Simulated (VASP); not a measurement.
# CsBr (Pm-3m) in VASP: a series of runs, part 2 of 2

VASP 6.6.1. The steps go on from the part before.

### 5 Single point, HSE06

Input file POSCAR:

```
CsBr
1.0
    4.3196005106      0.0000000000      0.0000000000
    0.0000000000      4.3196005106      0.0000000000
    0.0000000000      0.0000000000      4.3196005106
Cs Br
1 1
Direct
    0.0000000000      0.0000000000      0.0000000000
    0.5000000000      0.5000000000      0.5000000000
```

Input file INCAR.step1:

```
ALGO = Normal
EDIFF = 1E-5
ENCUT = 400
GGA = PE
GGA_COMPAT = False
ISIF = 2
ISMEAR = 0
LASPH = True
LCHARG = False
LREAL = False
LWAVE = True
NBANDS = 15
NELM = 120
PREC = Accurate
SIGMA = 0.01
```

Input file INCAR.step2:

```
ALGO = Normal
EDIFF = 1E-6
ENCUT = 400
GGA = PE
GGA_COMPAT = False
HFSCREEN = 0.2079
ISIF = 2
ISMEAR = 0
ISTART = 1
LASPH = True
LCHARG = False
LHFCALC = True
LREAL = False
LWAVE = False
NBANDS = 15
NELM = 120
PREC = Accurate
PRECFOCK = Normal
SIGMA = 0.01
```

Input file KPOINTS:

```
k-points
0
Gamma
  4 4 4
```

Potentials or basis: VASP PAW PBE potentials, release 64 (Cs_sv, Br).

Started as:

```console
$ cat potpaw_PBE.64/Cs_sv/POTCAR potpaw_PBE.64/Br/POTCAR > POTCAR
$ cp INCAR.step1 INCAR
$ mpirun -np 1 vasp_std > vasp.out
$ cp INCAR.step2 INCAR
$ mpirun -np 1 vasp_std > vasp.out
```

OUTCAR:

```text
EDIFF = 1E-6
   ENCUT = 400
   GGA = PE
   HFSCREEN = 0.2079
   ISIF = 2
   ISMEAR = 0
   ISTART = 1
   LASPH = True
   LHFCALC = True
   LREAL = False
   NELM = 120
   PREC = Accurate
   PRECFOCK = Normal

 ion  position               nearest neighbor table
   1  0.000  0.000  0.000-
   2  0.500  0.500  0.500-

  LATTYP: Found a simple cubic cell.
 ALAT       =     4.3196005106

  Lattice vectors:

 A1 = (   4.3196005106,   0.0000000000,   0.0000000000)
 A2 = (   0.0000000000,   4.3196005106,   0.0000000000)
 A3 = (   0.0000000000,   0.0000000000,   4.3196005106)

Analysis of symmetry for initial positions (statically):
=====================================================================
 Subroutine PRICEL returns:
 Original cell was already a primitive cell.

 Routine SETGRP: Setting up the symmetry group for a
 simple cubic supercell.

 Subroutine GETGRP returns: Found 48 space group operations
 (whereof 48 operations were pure point group operations)
 out of a pool of 48 trial point group operations.

The static configuration has the point symmetry O_h .

Analysis of symmetry for dynamics (positions and initial velocities):
=====================================================================
 Subroutine PRICEL returns:
 Original cell was already a primitive cell.

 Routine SETGRP: Setting up the symmetry group for a
 simple cubic supercell.

 Subroutine GETGRP returns: Found 48 space group operations
 (whereof 48 operations were pure point group operations)
 out of a pool of 48 trial point group operations.

The dynamic configuration has the point symmetry O_h .

 Subroutine INISYM returns: Found 48 space group operations
 (whereof 48 operations are pure point group operations),
 and found     1 'primitive' translations

----------------------------------------------------------------------------------------

                                     Primitive cell

  volume of cell :      80.5992

  direct lattice vectors                    reciprocal lattice vectors
     4.319600511  0.000000000  0.000000000     0.231502890  0.000000000  0.000000000
     0.000000000  4.319600511  0.000000000     0.000000000  0.231502890  0.000000000
     0.000000000  0.000000000  4.319600511     0.000000000  0.000000000  0.231502890

  length of vectors
     4.319600511  4.319600511  4.319600511     0.231502890  0.231502890  0.231502890

  position of ions in fractional coordinates (direct lattice)
     0.000000000  0.000000000  0.000000000
     0.500000000  0.500000000  0.500000000

  ion indices of the primitive-cell ions
   primitive index   ion index
                 1           1
                 2           2

----------------------------------------------------------------------------------------

 KPOINTS: k-points

Automatic generation of k-mesh.
 Grid dimensions read from file:
 generate k-points for:    4    4    4

 Generating k-lattice:

  Cartesian coordinates                     Fractional coordinates (reciprocal lattice)
     0.057875722  0.000000000  0.000000000     0.250000000  0.000000000  0.000000000
[... 32 lines left out ...]
   NGX,Y,Z   is equivalent  to a cutoff of  10.78, 10.78, 10.78 a.u.
   NGXF,Y,Z  is equivalent  to a cutoff of  21.55, 21.55, 21.55 a.u.
 SYSTEM =  unknown system
   PREC   = accura    normal or accurate (medium, high low for compatibility)
   ISTART =      1    job   : 0-new  1-cont  2-samecut
   ICHARG =      0    charge: 1-file 2-atom 10-const
   ISPIN  =      1    spin polarized calculation?
   LNONCOLLINEAR =      F non collinear calculations
   LSORBIT =      F    spin-orbit coupling
   LASPH  =      T    aspherical Exc in radial PAW
   ENCUT  =  400.0 eV  29.40 Ry    5.42 a.u.   7.04  7.04  7.04*2*pi/ulx,y,z
   NELM   =    120;   NELMIN=  2; NELMDL=  0     # of ELM steps
   EDIFF  = 0.1E-05   stopping-criterion for ELM
   LREAL  =      F    real-space projection
   EDIFFG = 0.1E-04   stopping-criterion for IOM
   NSW    =      0    number of steps for IOM
   IBRION =     -1    ionic relax: 0-MD 1-quasi-New 2-CG
   NFREE  =      0    steps in history (QN), initial steepest desc. (CG)
   ISIF   =      2    stress and relaxation
   ISYM   =      3    0-nonsym 1-usesym 2-fastsym
   POTIM  = 0.5000    time-step for ionic-motion
   TEBEG  =    0.0;   TEEND  =   0.0 temperature during run
   PSTRESS=    0.0 pullay stress
   NELECT =      16.0000    total number of electrons
   NUPDOWN=      -1.0000    fix difference up-down
   EMIN   =  10.00;   EMAX   =-10.00  energy-range for DOS
   EFERMI =   0.00;   METHOD = LEGACY
   ISMEAR =     0;   SIGMA  =   0.01  broadening in eV -4-tet -1-fermi 0-gaus
   EFERMI_NEDOS =   21; number of points for ismear=-14 and -15
   IALGO  =     38    algorithm
   IMIX   =      1    mixing-type and parameters
     AMIX     =   0.40;   BMIX     =  1.00
     AMIX_MAG =   1.60;   BMIX_MAG =  1.00
  volume/ion in A,a.u.               =      40.30       271.96
  Fermi-wavevector in a.u.,A,eV,Ry     =   0.955003  1.804693 12.408922  0.912030
  Thomas-Fermi vector in A             =   2.083801
   LORBIT       =      0    0 simple, 1 ext, 2 COOP (PROOUT), +10 PAW based schemes
   GGA     = PE    functional components
   LHFCALC =     T    Hartree Fock is set to
   PRECFOCK=normal    Normal, Fast or Accurate (Low or Medium for compatibility)
   ENCUT4O =  -1.0   cutoff for four orbital integrals eV
   NKREDX  =     1    reduce k-point grid by
   NKREDY  =     1    reduce k-point grid by
   NKREDZ  =     1    reduce k-point grid by
   AEXX    =    0.2500 exact exchange contribution
   HFSCREEN=    0.2079 screening length (either q_TF or 0.3 A-1)
   HFSCREENC=   0.2079 screening length for correlation (either q_TF or 0.3 A-1)
   ENCUTFOCK=  -1.0 apply spherical cutoff to Coloumb kernel
   IVDW    =     0    specifies the selected vdW correction
   LEPSILON=     F    determine dielectric tensor
   LRPA    =     F    only Hartree local field effects (RPA)
 non-spin polarized calculation
 Gauss-broadening in eV      SIGMA  =   0.01
  energy-cutoff  :      400.00
  volume of cell :       80.60
 maximum number of plane-waves:      1492
  NGX = 24; NGY = 24; NGZ = 24

 number of electron      16.0000004 magnetization

 Free energy of the ion-electron system (eV)
  ---------------------------------------------------
  ext. energy  EPLUGINS =         0.00000000
  ---------------------------------------------------
  free energy    TOTEN  =        -6.99890841 eV

  energy without entropy =       -6.99890841  energy(sigma->0) =       -6.99890841

 E-fermi :  -1.1740     XC(G=0):  -6.6693

 val. band max:       -1.2553400572   @ k =   0.5000   0.5000   0.0000
 cond. band min:       4.3411049018   @ k =   0.0000   0.0000   0.0000
 fundamental gap:      5.5964449590
 Fermi energy:        -1.1740307607

 k-point     1 :       0.0000    0.0000    0.0000
  band No.  band energies     occupation
      1     -22.3899      2.00000
      2     -14.6336      2.00000
      3      -7.9767      2.00000
      4      -7.9767      2.00000
      5      -7.9767      2.00000
      6      -1.2612      2.00000
      7      -1.2612      2.00000
      8      -1.2612      2.00000
      9       4.3411      0.00000
     10       4.8249      0.00000
     11       4.8249      0.00000
     12       9.2031      0.00000
     13       9.2031      0.00000
     14       9.2031      0.00000
[... 149 lines left out ...]
      2     -14.4414      2.00000
      3      -8.3689      2.00000
      4      -8.3689      2.00000
      5      -8.3689      2.00000
      6      -2.4440      2.00000
      7      -2.4440      2.00000
      8      -2.4440      2.00000
      9       8.3160      0.00000
     10       8.3160      0.00000
     11       8.3160      0.00000
     12       9.0499      0.00000
     13       9.0499      0.00000
     14       9.0499      0.00000
     15      11.5264      0.00000

------------------------ aborting loop because EDIFF is reached ----------------------------------------

  FORCE on cell =-STRESS in cart. coord.  units (eV):
  Direction    XX          YY          ZZ          XY          YZ          ZX
  --------------------------------------------------------------------------------------
  -------------------------------------------------------------------------------------
  Total        0.1763145      0.1763145      0.1763145      0.0000000      0.0000000      0.0000000
  in kB        3.5048366      3.5048366      3.5048366      0.0000000      0.0000000      0.0000000
  external PRESSURE =       3.5048366 kB  Pullay stress =       0.0000000 kB

 VOLUME and BASIS-vectors are now :
 -----------------------------------------------------------------------------
  energy-cutoff  :      400.00
  volume of cell :       80.60
      direct lattice vectors                 reciprocal lattice vectors
     4.319600511  0.000000000  0.000000000     0.231502890  0.000000000  0.000000000
     0.000000000  4.319600511  0.000000000     0.000000000  0.231502890  0.000000000
     0.000000000  0.000000000  4.319600511     0.000000000  0.000000000  0.231502890

 POSITION                                       TOTAL-FORCE (eV/Angst)
 -----------------------------------------------------------------------------------
      0.00000      0.00000      0.00000         0.000000      0.000000      0.000000
      2.15980      2.15980      2.15980         0.000000      0.000000      0.000000
 -----------------------------------------------------------------------------------
    total drift:                                0.000003      0.000003      0.000003

  FREE ENERGIE OF THE ION-ELECTRON SYSTEM (eV)
  ---------------------------------------------------
  free  energy   TOTEN  =        -6.9989084091 eV

  energy  without entropy=       -6.9989084091  energy(sigma->0) =       -6.99890841
```

Run time: 7.4 min. Hardware: 1 thread of Intel Xeon Platinum 8259CL at 2.50GHz (Skylake/Cascade Lake), shared host; peak memory 0.26 GiB.

Results:

```
Free energy            : -6.9989 eV
Pressure               : 0.4 GPa
Band gap on the k mesh : 5.60 eV (least direct gap 5.60 eV)
```

Caveat: the PAW data sets were made with another functional, which shifts forces and pressure a little; spin-orbit coupling is left out, which moves the levels of the heavy elements.

### 6 Overview

```tsv
level	share of exact exchange	screening parameter	gap on the mesh (eV)	pressure (GPa)
PBE-based screened hybrid with 10 % exact exchange	0.1	0.1 1/Å	5.02	0.5
PBE-based screened hybrid with 50 % exact exchange	0.5	0.2078 1/Å	6.81	0.0
PBE-based screened hybrid with 15 % exact exchange	0.15	0.1 1/Å	5.33	0.5
HSE06	0.25	0.2079 1/Å	5.60	0.4
```

Alike in all rows: task single point; potentials or basis VASP PAW PBE potentials, release 64 (Cs_sv, Br); no spin polarisation; cell as given; k mesh 4 × 4 × 4; cutoff (eV) 400; smearing gaussian 0.01 eV.

On the cell as given the gap runs from 5.02 eV (PBE-based screened hybrid with 10 % exact exchange) to 6.81 eV (PBE-based screened hybrid with 50 % exact exchange). The pressure there spans 0.0 GPa (PBE-based screened hybrid with 50 % exact exchange) to 0.5 GPa (PBE-based screened hybrid with 10 % exact exchange); a positive pressure means that this level wants a larger cell, a negative one a smaller.

Caveats: the PAW data sets were made with another functional, which shifts forces and pressure a little; spin-orbit coupling is left out, which moves the levels of the heavy elements.

Total energies depend on the potentials used, so only differences within one code and one set of settings carry meaning.
